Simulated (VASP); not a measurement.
# Si16HC16 (a cell with a defect) (H_i (antibonding at C)) in VASP: notebook

The runs below take Si16HC16 (a cell with a defect) (H_i (antibonding at C)) through single point, with PBE.

Everything below comes from runs of VASP 6.6.1. Logs are shortened: lines on timing, memory, paths and dates and some standing lists are left out, and cuts for length are marked.

## (1) The cell of the first run

The cell holds a defect, 33 atoms: a = 7.586 Å, b = 7.586 Å, c = 7.586 Å, α = 109.47°, β = 109.47°, γ = 109.47°.

## (2) Single point, PBE

File INCAR:

```
SYSTEM = Si16HC16
ALGO = Normal ; EDIFF = 1E-6
ENCUT = 520 ; GGA = PE
GGA_COMPAT = .False. ; ISIF = 2
ISMEAR = -1 ; LASPH = .True.
LCHARG = .False. ; LREAL = Auto
LWAVE = .False. ; NBANDS = 86
NELECT = 130.0 ; NELM = 120
PREC = Accurate ; SIGMA = 0.01
```

File KPOINTS:

```
k-points
0
Gamma
  1 1 1
  0 0 0
```

File POSCAR:

```
Si16HC16
1.0
   -4.3797238571      4.3797238571     -4.3797238571
    4.3797238571      4.3797238571      4.3797238571
    4.3797238571     -4.3797238571     -4.3797238571
Si C H
16 16 1
Direct
   -0.0035747784      0.0020946126      0.7522552504
   -0.0025831905      0.2511973943      0.4993916923
   -0.0025464471      0.4997513299      0.2508809895
   -0.0035623721      0.7525988652      0.0017457091
    0.2455679591      0.0017162478      0.4999768905
    0.2275243185      0.2511170174      0.2508559733
    0.2455948377      0.5003132219      0.0013780976
    0.2517518241      0.7546731351      0.7543270703
    0.4983296766     -0.0060711383      0.2509214066
    0.4983490908      0.2512464474     -0.0064016920
    0.4950675220      0.5007075449      0.7494914650
    0.4950796775      0.7498261877      0.5003745883
    0.7489230328      0.0027246065      0.0023984430
    0.7482919897      0.2512281149      0.7474015373
    0.7556161278      0.5084874394      0.5081398372
    0.7483015948      0.7477300889      0.2508960049
   -0.0108947552     -0.0039218451     -0.0042507584
   -0.0038529510      0.2512542220      0.7501139580
    0.0056266897      0.5072843612      0.5069388658
   -0.0038444542      0.7504200218      0.2508664570
    0.2458489748      0.0014427537      0.7509698656
    0.2442603530      0.2512032713      0.5059799132
    0.2443238209      0.5062782887      0.2508624137
    0.2458443404      0.7513064360      0.0010807697
    0.4956204012      0.0010790546      0.5006558926
    0.5630250123      0.2511031553      0.2507922257
    0.4956370534      0.5009905782      0.0007175730
    0.4969082163      0.7520262105      0.7516703177
    0.7495034451     -0.0048877503      0.2508679089
    0.7495303494      0.2512092816     -0.0052016713
    0.7457873986      0.5013598826      0.7508195094
    0.7458013474      0.7511834989      0.5010751899
    0.7140725802      0.2510847661      0.2507601757
```

Potentials or basis: VASP PAW PBE potentials, release 64 (Si, C, H).

Started as:

```
$ cat potpaw_PBE.64/Si/POTCAR potpaw_PBE.64/C/POTCAR potpaw_PBE.64/H/POTCAR > POTCAR
$ mpirun -np 1 vasp_gam > vasp.out
```

OUTCAR:

```text
SYSTEM = Si16HC16
   EDIFF = 1E-6
   ENCUT = 520
   GGA = PE
   ISIF = 2
   ISMEAR = -1
   LASPH = .True.
   LREAL = Auto
   NELECT = 130.0
   NELM = 120
   PREC = Accurate

 ion  position               nearest neighbor table
   1  0.996  0.002  0.752-  17 1.88  18 1.90  21 1.90  32 1.90  15 3.06  14 3.08  13 3.08   7 3.09
                             4 3.09   6 3.09  12 3.11  16 3.11   5 3.11   2 3.11  10 3.11   8 3.11
   2  0.997  0.251  0.499-  22 1.86  19 1.90  29 1.90  18 1.91   6 2.97  13 3.08   3 3.08  14 3.08
                             5 3.08  11 3.08   9 3.09  15 3.09   1 3.11   7 3.11  16 3.12   8 3.12
   3  0.997  0.500  0.251-  23 1.86  19 1.90  30 1.90  20 1.90   6 2.97  13 3.08   2 3.08  16 3.08
                            12 3.08   7 3.08  15 3.09  10 3.09   5 3.11   4 3.11   8 3.12  14 3.12
   4  0.996  0.753  0.002-  17 1.88  20 1.90  24 1.90  31 1.90  15 3.06  16 3.08  13 3.08   5 3.09
                             1 3.09   6 3.09  11 3.11  14 3.11   7 3.11   3 3.11   9 3.11   8 3.11
   5  0.246  0.002  0.500-  22 1.88  20 1.90  25 1.90  21 1.90  10 3.06  16 3.08   2 3.08   4 3.09
                            11 3.09   6 3.09  12 3.11   1 3.11   8 3.11   9 3.11   3 3.11  14 3.11
   6  0.228  0.251  0.251-  22 1.90  17 1.90  23 1.90  26 2.55  13 2.97   2 2.97   3 2.97   4 3.09
                             5 3.09   1 3.09  11 3.09   7 3.09  12 3.09
   7  0.246  0.500  0.001-  23 1.88  18 1.90  27 1.90  24 1.90   9 3.06  14 3.08   3 3.08   1 3.09
                            12 3.09   6 3.09  11 3.11   4 3.11   8 3.11  10 3.11   2 3.11  16 3.11
   8  0.252  0.755  0.754-  28 1.87  19 1.87  24 1.90  21 1.90  15 3.07  10 3.08   9 3.08  13 3.08
                            12 3.08  11 3.08   5 3.11   7 3.11   4 3.11   1 3.11   3 3.12   2 3.12
   9  0.498  0.994  0.251-  26 1.85  25 1.88  24 1.88  29 1.90  12 3.06   7 3.06  16 3.07  14 3.08
                             8 3.08   2 3.09  13 3.09   5 3.11   4 3.11
  10  0.498  0.251  0.994-  26 1.85  27 1.88  21 1.88  30 1.90  11 3.06   5 3.06  14 3.07  16 3.08
                             8 3.08  13 3.09   3 3.09   7 3.11   1 3.11
  11  0.495  0.501  0.749-  22 1.88  28 1.90  31 1.90  27 1.90  10 3.06   8 3.08   2 3.08  12 3.09
                             5 3.09   6 3.09   7 3.11   4 3.11  16 3.11  15 3.11  13 3.11  14 3.11
  12  0.495  0.750  0.500-  23 1.88  28 1.90  32 1.90  25 1.90   9 3.06   8 3.08   3 3.08  11 3.09
                             7 3.09   6 3.09   1 3.11   5 3.11  14 3.11  15 3.11  13 3.11  16 3.11
  13  0.749  0.003  0.002-  17 1.86  29 1.90  30 1.90  28 1.91   6 2.97   2 3.08   3 3.08   8 3.08
                             4 3.08   1 3.08  10 3.09   9 3.09  11 3.11  12 3.11  16 3.12  14 3.12
  14  0.748  0.251  0.747-  18 1.87  30 1.87  31 1.90  25 1.90  10 3.07   9 3.08  15 3.08   2 3.08
                             1 3.08   7 3.08   4 3.11  12 3.11  11 3.11   5 3.11   3 3.12  13 3.12
  15  0.756  0.508  0.508-  26 1.85  32 1.88  31 1.88  19 1.90   4 3.06   1 3.06   8 3.07  16 3.08
                            14 3.08   2 3.09   3 3.09  12 3.11  11 3.11
  16  0.748  0.748  0.251-  20 1.87  29 1.87  27 1.90  32 1.90   9 3.07  10 3.08  15 3.08   3 3.08
                             5 3.08   4 3.08   1 3.11  11 3.11  12 3.11   7 3.11   2 3.12  13 3.12
  17  0.989  0.996  0.996-  13 1.86   4 1.88   1 1.88   6 1.90
  18  0.996  0.251  0.750-  14 1.87   7 1.90   1 1.90   2 1.91
  19  0.006  0.507  0.507-   8 1.87  15 1.90   3 1.90   2 1.90
  20  0.996  0.750  0.251-  16 1.87   5 1.90   4 1.90   3 1.90
  21  0.246  0.001  0.751-  10 1.88   8 1.90   1 1.90   5 1.90
  22  0.244  0.251  0.506-   2 1.86   5 1.88  11 1.88   6 1.90
  23  0.244  0.506  0.251-   3 1.86   7 1.88  12 1.88   6 1.90
  24  0.246  0.751  0.001-   9 1.88   8 1.90   4 1.90   7 1.90
  25  0.496  0.001  0.501-   9 1.88  14 1.90   5 1.90  12 1.90
  26  0.563  0.251  0.251-  33 1.15   9 1.85  10 1.85  15 1.85   6 2.55
  27  0.496  0.501  0.001-  10 1.88  16 1.90   7 1.90  11 1.90
  28  0.497  0.752  0.752-   8 1.87  12 1.90  11 1.90  13 1.91
  29  0.750  0.995  0.251-  16 1.87   9 1.90  13 1.90   2 1.90
  30  0.750  0.251  0.995-  14 1.87  10 1.90  13 1.90   3 1.90
  31  0.746  0.501  0.751-  15 1.88  14 1.90  11 1.90   4 1.90
  32  0.746  0.751  0.501-  15 1.88  16 1.90  12 1.90   1 1.90
  33  0.714  0.251  0.251-  26 1.15

  LATTYP: Found a body centered cubic cell.
 ALAT       =     8.7594477142

  Lattice vectors:

 A1 = (  -4.3797238571,   4.3797238571,  -4.3797238571)
 A2 = (   4.3797238571,   4.3797238571,   4.3797238571)
 A3 = (   4.3797238571,  -4.3797238571,  -4.3797238571)

Analysis of symmetry for initial positions (statically):
=====================================================================
 Subroutine PRICEL returns:
 Original cell was already a primitive cell.

 Routine SETGRP: Setting up the symmetry group for a
 body centered cubic supercell.

 Subroutine GETGRP returns: Found  1 space group operations
 (whereof  1 operations were pure point group operations)
 out of a pool of 48 trial point group operations.

The static configuration has the point symmetry C_1 .

Analysis of symmetry for dynamics (positions and initial velocities):
=====================================================================
 Subroutine PRICEL returns:
 Original cell was already a primitive cell.

 Routine SETGRP: Setting up the symmetry group for a
 body centered cubic supercell.

 Subroutine GETGRP returns: Found  1 space group operations
 (whereof  1 operations were pure point group operations)
 out of a pool of 48 trial point group operations.

The dynamic configuration has the point symmetry C_1 .

 Subroutine INISYM returns: Found  1 space group operations
 (whereof  1 operations are pure point group operations),
 and found     1 'primitive' translations

----------------------------------------------------------------------------------------

                                     Primitive cell

  volume of cell :     336.0471

  direct lattice vectors                    reciprocal lattice vectors
    -4.379723857  4.379723857 -4.379723857     0.000000000  0.114162449 -0.114162449
     4.379723857  4.379723857  4.379723857     0.114162449  0.114162449  0.000000000
     4.379723857 -4.379723857 -4.379723857     0.114162449  0.000000000 -0.114162449

  length of vectors
     7.585904244  7.585904244  7.585904244     0.161450083  0.161450083  0.161450083

  position of ions in fractional coordinates (direct lattice)
     0.996425222  0.002094613  0.752255250
     0.997416810  0.251197394  0.499391692
     0.997453553  0.499751330  0.250880989
     0.996437628  0.752598865  0.001745709
     0.245567959  0.001716248  0.499976891
     0.227524319  0.251117017  0.250855973
[... 25 lines left out ...]
     0.745801347  0.751183499  0.501075190
     0.714072580  0.251084766  0.250760176

  ion indices of the primitive-cell ions
   primitive index   ion index
                 1           1
                 2           2
                 3           3
                 4           4
                 5           5
                 6           6
[... 25 lines left out ...]
                32          32
                33          33

----------------------------------------------------------------------------------------

 KPOINTS: k-points

Automatic generation of k-mesh.
 Grid dimensions read from file:
 generate k-points for:    1    1    1

 Generating k-lattice:

  Cartesian coordinates                     Fractional coordinates (reciprocal lattice)
     0.000000000  0.114162449 -0.114162449     1.000000000  0.000000000  0.000000000
     0.114162449  0.114162449  0.000000000     0.000000000  1.000000000  0.000000000
     0.114162449  0.000000000 -0.114162449     0.000000000  0.000000000  1.000000000

  Length of vectors
     0.161450083  0.161450083  0.161450083

  Shift w.r.t. Gamma in fractional coordinates (k-lattice)
     0.000000000  0.000000000  0.000000000

 Subroutine IBZKPT returns following result:
 ===========================================

 Found      1 irreducible k-points:

 Following reciprocal coordinates:
            Coordinates               Weight
  0.000000  0.000000  0.000000      1.000000
   k-points           NKPTS =      1   k-points in BZ     NKDIM =      1   number of bands    NBANDS=     86
   number of dos      NEDOS =    301   number of ions     NIONS =     33
   total plane-waves  NPLWV = 175616
   dimension x,y,z NGX =    56 NGY =   56 NGZ =   56
   dimension x,y,z NGXF=   112 NGYF=  112 NGZF=  112
   ions per type =              16  16   1
   NGX,Y,Z   is equivalent  to a cutoff of  12.27, 12.27, 12.27 a.u.
   NGXF,Y,Z  is equivalent  to a cutoff of  24.54, 24.54, 24.54 a.u.
 SYSTEM =  Si16HC16
   PREC   = accura    normal or accurate (medium, high low for compatibility)
   ISTART =      0    job   : 0-new  1-cont  2-samecut
   ICHARG =      2    charge: 1-file 2-atom 10-const
   ISPIN  =      1    spin polarized calculation?
   LNONCOLLINEAR =      F non collinear calculations
   LSORBIT =      F    spin-orbit coupling
   LASPH  =      T    aspherical Exc in radial PAW
   ENCUT  =  520.0 eV  38.22 Ry    6.18 a.u.  14.10 14.10 14.10*2*pi/ulx,y,z
   NELM   =    120;   NELMIN=  2; NELMDL= -5     # of ELM steps
   EDIFF  = 0.1E-05   stopping-criterion for ELM
   LREAL  =      T    real-space projection
   EDIFFG = 0.1E-04   stopping-criterion for IOM
   NSW    =      0    number of steps for IOM
   IBRION =     -1    ionic relax: 0-MD 1-quasi-New 2-CG
   NFREE  =      0    steps in history (QN), initial steepest desc. (CG)
   ISIF   =      2    stress and relaxation
   ISYM   =      2    0-nonsym 1-usesym 2-fastsym
   POTIM  = 0.5000    time-step for ionic-motion
   TEBEG  =    0.0;   TEEND  =   0.0 temperature during run
   PSTRESS=    0.0 pullay stress
   NELECT =     130.0000    total number of electrons
   NUPDOWN=      -1.0000    fix difference up-down
   EMIN   =  10.00;   EMAX   =-10.00  energy-range for DOS
   EFERMI =   0.00;   METHOD = LEGACY
   ISMEAR =    -1;   SIGMA  =   0.01  broadening in eV -4-tet -1-fermi 0-gaus
   EFERMI_NEDOS =   21; number of points for ismear=-14 and -15
   IALGO  =     38    algorithm
   IMIX   =      4    mixing-type and parameters
     AMIX     =   0.40;   BMIX     =  1.00
     AMIX_MAG =   1.60;   BMIX_MAG =  1.00
  volume/ion in A,a.u.               =      10.18        68.72
  Fermi-wavevector in a.u.,A,eV,Ry     =   1.192859  2.254177 19.359911  1.422913
  Thomas-Fermi vector in A             =   2.328887
   LORBIT       =      0    0 simple, 1 ext, 2 COOP (PROOUT), +10 PAW based schemes
   GGA     = PE    functional components
   LHFCALC =     F    Hartree Fock is set to
   AEXX    =    0.0000 exact exchange contribution
   IVDW    =     0    specifies the selected vdW correction
   LEPSILON=     F    determine dielectric tensor
   LRPA    =     F    only Hartree local field effects (RPA)
 non-spin polarized calculation
  energy-cutoff  :      520.00
  volume of cell :      336.05
 maximum number of plane-waves:      4475
   NGX = 29   NGY = 29   NGZ = 29

 number of electron     130.0000002 magnetization

 Free energy of the ion-electron system (eV)
  ---------------------------------------------------
  ext. energy  EPLUGINS =         0.00000000
  ---------------------------------------------------
  free energy    TOTEN  =      -228.39881723 eV

  energy without entropy =     -228.39874110  energy(sigma->0) =     -228.39877916

 E-fermi :   9.2480     XC(G=0): -11.3586

 val. band max:        9.1623934371   @ k =   0.0000   0.0000   0.0000
 cond. band min:       9.3400406627   @ k =   0.0000   0.0000   0.0000
 fundamental gap:      0.1776472256
 Fermi energy:         9.2479620106

 k-point     1 :       0.0000    0.0000    0.0000
  band No.  band energies     occupation
      1      -7.5569      2.00000
      2      -5.7582      2.00000
      3      -4.5027      2.00000
      4      -4.5018      2.00000
      5      -4.4670      2.00000
      6      -4.3528      2.00000
[... 69 lines left out ...]
     76      13.3303      0.00000
     77      13.3708      0.00000
 [bands above 77 left out]

------------------------ aborting loop because EDIFF is reached ----------------------------------------

  FORCE on cell =-STRESS in cart. coord.  units (eV):
  Direction    XX          YY          ZZ          XY          YZ          ZX
  --------------------------------------------------------------------------------------
  -------------------------------------------------------------------------------------
  Total       18.9588964     19.0065247     18.9765721     -3.0545613     -3.0260215      3.0323579
  in kB       90.3906390     90.6177174     90.4749117    -14.5632818    -14.4272118     14.4574221
  external PRESSURE =      90.4944227 kB  Pullay stress =       0.0000000 kB

 VOLUME and BASIS-vectors are now :
 -----------------------------------------------------------------------------
  energy-cutoff  :      520.00
  volume of cell :      336.05
      direct lattice vectors                 reciprocal lattice vectors
    -4.379723857  4.379723857 -4.379723857     0.000000000  0.114162449 -0.114162449
     4.379723857  4.379723857  4.379723857     0.114162449  0.114162449  0.000000000
     4.379723857 -4.379723857 -4.379723857     0.114162449  0.000000000 -0.114162449

 POSITION                                       TOTAL-FORCE (eV/Angst)
 -----------------------------------------------------------------------------------
     -1.06022      1.07857     -7.64956        -0.864808     -0.389317     -0.342112
     -1.08104      3.28139     -5.45543        -0.246819      0.247882      0.313310
     -1.08101      5.45855     -3.27859        -0.254927     -0.313778     -0.248418
     -1.06030      7.65265     -1.07559        -0.869277      0.341194      0.390571
      1.12176     -1.10672     -3.25776         0.394855      0.336474     -0.867791
      1.20201      0.99764     -0.99535         1.576365     -1.569582      1.577857
[... 25 lines left out ...]
      2.21814      4.36181     -2.17100         0.119067     -0.407075     -0.027524
     -0.92950      3.12886     -3.12602         0.921425     -0.918422      0.919558
 -----------------------------------------------------------------------------------
    total drift:                               -0.091888      0.074043     -0.095713

  FREE ENERGIE OF THE ION-ELECTRON SYSTEM (eV)
  ---------------------------------------------------
  free  energy   TOTEN  =      -228.3988172262 eV

  energy  without entropy=     -228.3987410970  energy(sigma->0) =     -228.39877916
```

Run time: 48 s. Hardware: 1 thread of Intel Xeon Platinum 8488C (Sapphire Rapids), shared host; peak memory 0.38 GiB.

What came out:

```
Free energy   : -228.3988 eV
Largest force : 2.727 eV/Å
```

Forces on the atoms (eV/Å):
```
Si  -0.865 -0.389 -0.342
Si  -0.247  0.248  0.313
Si  -0.255 -0.314 -0.248
Si  -0.869  0.341  0.391
Si   0.395  0.336 -0.868
Si   1.576 -1.570  1.578
Si   0.396  0.869 -0.333
Si   0.605 -0.571  0.570
Si  -1.035 -1.188 -1.023
Si  -1.034  1.026  1.186
Si  -0.338 -0.390 -0.862
Si  -0.336  0.864  0.393
Si   0.309  0.244 -0.241
Si   0.573 -0.576  0.597
Si   1.178  1.026 -1.027
Si   0.573 -0.597  0.577
C   -0.124  0.851 -0.848
C   -0.387  0.377 -0.212
C   -0.123 -0.158  0.157
C   -0.377  0.211 -0.381
C    0.404  0.031  0.128
C   -0.847  0.850 -0.121
C   -0.845  0.113 -0.848
C    0.405 -0.131 -0.035
C   -0.029 -0.128  0.399
C    0.055 -0.034  0.037
C   -0.024 -0.404  0.122
C   -0.217  0.380 -0.383
C    0.158  0.132  0.153
C    0.160 -0.152 -0.128
C    0.125  0.030  0.408
C    0.119 -0.407 -0.028
H    0.921 -0.918  0.920
```

Levels at points of the mesh, in eV from the Fermi level:
| k point | band 61 | band 62 | band 63 | band 64 | band 65 | band 66 | band 67 | band 68 | band 69 | band 70 |
| --- | --- | --- | --- | --- | --- | --- | --- | --- | --- | --- |
| (0.00, 0.00, 0.00) | -2.30 | -1.36 | -1.32 | -1.32 | -0.09 | 0.09 | 0.09 | 0.85 | 3.02 | 3.02 |

Caveat: the k points lie up to 1.01 Å⁻¹ apart; the cell carries a net charge on a neutralising background, which shifts energy and pressure; the cell is charged against a uniform background, so pressure and absolute levels hang on convention.

## (3) Single point, PBE

File INCAR:

```
  ALGO = Normal
  EDIFF = 1E-6
  ENCUT = 520
  GGA = PE
  GGA_COMPAT = False
  ISIF = 2
  ISMEAR = 0
  LASPH = True
  LCHARG = False
  LREAL = Auto
  LWAVE = False
  NBANDS = 86
  NELECT = 130.0
  NELM = 120
  PREC = Accurate
  SIGMA = 0.01
```

File KPOINTS:

```
Automatic mesh
0
Gamma
  1 1 1
  0.25 0.25 0.25
```

Changes to POSCAR since step 2:

```diff
@@ -2,5 +2,5 @@
 1.0
-   -4.3797238571      4.3797238571     -4.3797238571
-    4.3797238571      4.3797238571      4.3797238571
-    4.3797238571     -4.3797238571     -4.3797238571
+   -4.3797238600      4.3797238600     -4.3797238600
+    4.3797238600      4.3797238600      4.3797238600
+    4.3797238600     -4.3797238600     -4.3797238600
 Si C H
```

Potentials or basis: VASP PAW PBE potentials, release 64 (Si, C, H).

Started as:

```
$ cat potpaw_PBE.64/Si/POTCAR potpaw_PBE.64/C/POTCAR potpaw_PBE.64/H/POTCAR > POTCAR
$ mpirun -np 1 vasp_std > vasp.out
```

It took 55 s on 1 thread of Intel Xeon Platinum 8488C (Sapphire Rapids), shared host; peak memory 0.39 GiB.

Results (log left out):

* Free energy: -228.5177 eV
* Largest force: 0.058 eV/Å

Forces on the atoms (eV/Å):
```
Si   0.009 -0.009 -0.011
Si  -0.010  0.009  0.002
Si  -0.018 -0.001 -0.011
Si   0.006  0.009  0.012
Si   0.016  0.004  0.007
Si   0.014 -0.006  0.015
Si   0.017 -0.007 -0.001
Si   0.001  0.001  0.000
Si  -0.008 -0.012  0.003
Si  -0.009 -0.001  0.012
Si  -0.007 -0.010  0.012
Si  -0.005 -0.012  0.014
Si  -0.002  0.005 -0.004
Si   0.001 -0.002 -0.006
Si   0.004 -0.001 -0.002
Si   0.001  0.008  0.004
C   -0.019 -0.006  0.008
C   -0.010  0.001  0.009
C    0.013 -0.003  0.001
C    0.000 -0.011 -0.005
C   -0.013  0.007 -0.010
C    0.009 -0.007 -0.016
C    0.011  0.008  0.008
C   -0.012  0.007 -0.012
C   -0.006  0.009 -0.018
C    0.045 -0.026  0.027
C   -0.001  0.012 -0.015
C    0.004  0.005 -0.007
C    0.001 -0.004 -0.002
C    0.003  0.003  0.007
C   -0.013  0.007 -0.008
C   -0.019  0.009 -0.004
H   -0.006  0.010 -0.009
```

Levels at points of the mesh, in eV from the Fermi level:
| k point | band 62 | band 63 | band 64 | band 65 | band 66 | band 67 | band 68 | band 69 |
| --- | --- | --- | --- | --- | --- | --- | --- | --- |
| (0.25, 0.25, 0.25) | -2.95 | -2.90 | -2.90 | -0.06 | 1.18 | 1.19 | 1.19 | 1.31 |

Caveat: the k points lie up to 1.01 Å⁻¹ apart; the cell carries a net charge on a neutralising background, which shifts energy and pressure; the cell is charged against a uniform background, so pressure and absolute levels hang on convention.
